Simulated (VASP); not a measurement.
# B4SbN3 (Pmmm) in VASP: single point with PBE

Aim: the single point of B4SbN3 with PBE.

Everything below comes from runs of VASP 6.6.1. Logs are shortened: lines on timing, memory, paths and dates and some standing lists are left out, and cuts for length are marked.

## 1. The cell of the first run

Symmetry: Pmmm, No. 47, orthorhombic system. The conventional cell has a = 2.952 Å, b = 2.972 Å, c = 7.988 Å, α = 90.00°, β = 90.00°, γ = 90.00°. N (site symmetry mm2) has 6 B at 2.21 to 2.24 Å and 4 Sb at 2.58 Å within 2.9 Å. Within 3.0 Å of N (site symmetry mmm) lie 12 B at 2.25 to 2.26 Å and 8 N at 2.90 to 2.97 Å. Within 3.0 Å of Sb (site symmetry mmm) lie 2 B at 2.30 Å and 8 N at 2.58 Å and 4 Sb at 2.95 to 2.97 Å. Within 2.3 Å of B (site symmetry mm2) lie 2 B at 1.71 Å and 6 N at 2.24 to 2.25 Å. Within 2.3 Å of B (site symmetry mm2) lie 3 B at 1.69 to 1.71 Å and 6 N at 2.21 to 2.26 Å.

## 2. Single point, PBE

Input file INCAR:

```
  PREC = Accurate
  ENCUT = 520
  EDIFF = 1E-6
  ISMEAR = -1
  SIGMA = 0.1497
  LREAL = F
  LASPH = T
  NELM = 60
  ALGO = Normal
  ISIF = 2
  LWAVE = F
  LCHARG = F
  GGA = PE
  NBANDS = 26
```

Input file KPOINTS:

```
regular mesh
0
Gamma
  10 4 10
```

Input file POSCAR:

```
B4SbN3
1.0
    2.9718220000      0.0000000000      0.0000000000
    0.0000000000      7.9880180000      0.0000000000
    0.0000000000      0.0000000000      2.9518770000
N Sb B
3 1 4
Direct
    0.0000000000      0.3120000000      0.0000000000
    0.0000000000      0.6880000000      0.0000000000
    0.5000000000      0.0000000000      0.0000000000
    0.5000000000      0.5000000000      0.5000000000
    0.5000000000      0.2120000000      0.5000000000
    0.5000000000      0.7880000000      0.5000000000
    0.0000000000      0.1060000000      0.5000000000
    0.0000000000      0.8940000000      0.5000000000
```

Potentials or basis: VASP PAW PBE potentials, release 64 (N, Sb, B).

Started as:

```console
cat potpaw_PBE.64/N/POTCAR potpaw_PBE.64/Sb/POTCAR potpaw_PBE.64/B/POTCAR > POTCAR
mpirun -np 1 vasp_std > vasp.out
```

OUTCAR:

```text
PREC = Accurate
   ENCUT = 520
   EDIFF = 1E-6
   ISMEAR = -1
   LREAL = F
   LASPH = T
   NELM = 60
   ISIF = 2
   GGA = PE

 ion  position               nearest neighbor table
   1  0.000  0.312  0.000-   4 2.58   4 2.58   4 2.58   4 2.58
   2  0.000  0.688  0.000-   4 2.58   4 2.58   4 2.58   4 2.58
   3  0.500  0.000  0.000-
   4  0.500  0.500  0.500-   5 2.30   6 2.30   1 2.58   2 2.58   1 2.58   2 2.58   1 2.58   2 2.58
                             1 2.58   2 2.58
   5  0.500  0.212  0.500-   7 1.71   7 1.71   4 2.30
   6  0.500  0.788  0.500-   8 1.71   8 1.71   4 2.30
   7  0.000  0.106  0.500-   8 1.69   5 1.71   5 1.71
   8  0.000  0.894  0.500-   7 1.69   6 1.71   6 1.71

  LATTYP: Found a simple orthorhombic cell.
 ALAT       =     2.9518770000
 B/A-ratio  =     1.0067567178
 C/A-ratio  =     2.7060809106

  Lattice vectors:

 A1 = (   0.0000000000,   0.0000000000,   2.9518770000)
 A2 = (   2.9718220000,   0.0000000000,   0.0000000000)
 A3 = (   0.0000000000,   7.9880180000,   0.0000000000)

Analysis of symmetry for initial positions (statically):
=====================================================================
 Subroutine PRICEL returns:
 Original cell was already a primitive cell.

 Routine SETGRP: Setting up the symmetry group for a
 simple orthorhombic supercell.

 Subroutine GETGRP returns: Found  8 space group operations
 (whereof  8 operations were pure point group operations)
 out of a pool of  8 trial point group operations.

The static configuration has the point symmetry D_2h.

Analysis of symmetry for dynamics (positions and initial velocities):
=====================================================================
 Subroutine PRICEL returns:
 Original cell was already a primitive cell.

 Routine SETGRP: Setting up the symmetry group for a
 simple orthorhombic supercell.

 Subroutine GETGRP returns: Found  8 space group operations
 (whereof  8 operations were pure point group operations)
 out of a pool of  8 trial point group operations.

The dynamic configuration has the point symmetry D_2h.

 Subroutine INISYM returns: Found  8 space group operations
 (whereof  8 operations are pure point group operations),
 and found     1 'primitive' translations

----------------------------------------------------------------------------------------

                                     Primitive cell

[... 101 lines left out ...]
   NELM   =     60;   NELMIN=  2; NELMDL= -5     # of ELM steps
   EDIFF  = 0.1E-05   stopping-criterion for ELM
   LREAL  =      F    real-space projection
   EDIFFG = 0.1E-04   stopping-criterion for IOM
   NSW    =      0    number of steps for IOM
   IBRION =     -1    ionic relax: 0-MD 1-quasi-New 2-CG
   NFREE  =      0    steps in history (QN), initial steepest desc. (CG)
   ISIF   =      2    stress and relaxation
   ISYM   =      2    0-nonsym 1-usesym 2-fastsym
   POTIM  = 0.5000    time-step for ionic-motion
   TEBEG  =    0.0;   TEEND  =   0.0 temperature during run
   PSTRESS=    0.0 pullay stress
   NELECT =      32.0000    total number of electrons
   NUPDOWN=      -1.0000    fix difference up-down
   EMIN   =  10.00;   EMAX   =-10.00  energy-range for DOS
   EFERMI =   0.00;   METHOD = LEGACY
   ISMEAR =    -1;   SIGMA  =   0.15  broadening in eV -4-tet -1-fermi 0-gaus
   EFERMI_NEDOS =   21; number of points for ismear=-14 and -15
   IALGO  =     38    algorithm
   IMIX   =      4    mixing-type and parameters
     AMIX     =   0.40;   BMIX     =  1.00
     AMIX_MAG =   1.60;   BMIX_MAG =  1.00
  volume/ion in A,a.u.               =       8.76        59.11
  Fermi-wavevector in a.u.,A,eV,Ry     =   1.260680  2.382339 21.623924  1.589314
  Thomas-Fermi vector in A             =   2.394177
   LORBIT       =      0    0 simple, 1 ext, 2 COOP (PROOUT), +10 PAW based schemes
   GGA     = PE    functional components
   LHFCALC =     F    Hartree Fock is set to
   AEXX    =    0.0000 exact exchange contribution
   IVDW    =     0    specifies the selected vdW correction
   LEPSILON=     F    determine dielectric tensor
   LRPA    =     F    only Hartree local field effects (RPA)
 non-spin polarized calculation
  energy-cutoff  :      520.00
  volume of cell :       70.07
 maximum number of plane-waves:      1912
 NGX is ok and might be reduce to    24
   NGX = 11   NGY = 29   NGZ = 11

 number of electron      32.0000002 magnetization

 Free energy of the ion-electron system (eV)
  ---------------------------------------------------
  ext. energy  EPLUGINS =         0.00000000
  ---------------------------------------------------
  free energy    TOTEN  =       -40.48276202 eV

  energy without entropy =      -40.25626701  energy(sigma->0) =      -40.36951452

 E-fermi :   8.2776     XC(G=0): -12.1002

 val. band max:        8.2768557066   @ k =   0.1000   0.5000   0.3000
 cond. band min:       8.2909664204   @ k =   0.3000   0.2500   0.0000
 fundamental gap:      0.0141107138
 Fermi energy:         8.2775559655

 k-point     1 :       0.0000    0.0000    0.0000
  band No.  band energies     occupation
      1      -9.6401      2.00000
      2      -8.0281      2.00000
      3      -7.9393      2.00000
      4      -1.9260      2.00000
      5      -0.8697      2.00000
      6       2.2895      2.00000
[... 685 lines left out ...]
     25      14.5484      0.00000
     26      15.2740      0.00000

 [... further k-points ...]
[... 5 lines left out ...]
  --------------------------------------------------------------------------------------
  -------------------------------------------------------------------------------------
  Total        2.7987656      5.3392825      1.9085322      0.0000000      0.0000000      0.0000000
  in kB       63.9907235    122.0768729     43.6365069      0.0000000      0.0000000      0.0000000
  external PRESSURE =      76.5680345 kB  Pullay stress =       0.0000000 kB

 VOLUME and BASIS-vectors are now :
 -----------------------------------------------------------------------------
  energy-cutoff  :      520.00
  volume of cell :       70.07
      direct lattice vectors                 reciprocal lattice vectors
     2.971822000  0.000000000  0.000000000     0.336493908  0.000000000  0.000000000
     0.000000000  7.988018000  0.000000000     0.000000000  0.125187500  0.000000000
     0.000000000  0.000000000  2.951877000     0.000000000  0.000000000  0.338767503

 POSITION                                       TOTAL-FORCE (eV/Angst)
 -----------------------------------------------------------------------------------
      0.00000      2.49226      0.00000         0.000000     -0.845559      0.000000
      0.00000      5.49576      0.00000        -0.000000      0.845559     -0.000000
      1.48591      0.00000      0.00000         0.000000     -0.000000      0.000000
      1.48591      3.99401      1.47594         0.000000     -0.000000      0.000000
      1.48591      1.69346      1.47594         0.000000     -1.162679     -0.000000
      1.48591      6.29456      1.47594        -0.000000      1.162679      0.000000
      0.00000      0.84673      1.47594        -0.000000      0.985723      0.000000
      0.00000      7.14129      1.47594         0.000000     -0.985723      0.000000
 -----------------------------------------------------------------------------------
    total drift:                                0.000000      0.000000     -0.000000

  FREE ENERGIE OF THE ION-ELECTRON SYSTEM (eV)
  ---------------------------------------------------
  free  energy   TOTEN  =       -40.4827620198 eV

  energy  without entropy=      -40.2562670136  energy(sigma->0) =      -40.36951452
```

stdout:

```text
POSCAR found type information on POSCAR N SbB
 POSCAR found :  3 types and       8 ions
 scaLAPACK will be used
 LDA part: xc-table for (Slater+PW92), standard interpolation
 POSCAR, INCAR and KPOINTS ok, starting setup
 FFT: planning ... GRIDC
 FFT: planning ... GRID_SOFT
 FFT: planning ... GRID
 WAVECAR not read
 entering main loop
```

Run time: 1.8 min. Hardware: 1 thread of AMD EPYC 9R14 (Zen 4), shared host; peak memory 0.27 GiB.

Results:

```
Free energy            : -40.4828 eV
Pressure               : 7.7 GPa
Largest force          : 1.163 eV/Å
Band gap on the k mesh : zero (band 16 reaches 9.03 eV, above the bottom of band 17 at 6.12 eV)
```

Forces on the atoms (eV/Å):
```
N    0.000 -0.846  0.000
N    0.000  0.846  0.000
N    0.000  0.000  0.000
Sb   0.000  0.000  0.000
B    0.000 -1.163  0.000
B    0.000  1.163  0.000
B    0.000  0.986  0.000
B    0.000 -0.986  0.000
```

Caveat: spin-orbit coupling is left out, which moves the levels of the heavy elements; forces of over 1 eV/Å act on the atoms, so gaps and moduli don't describe the material at rest.
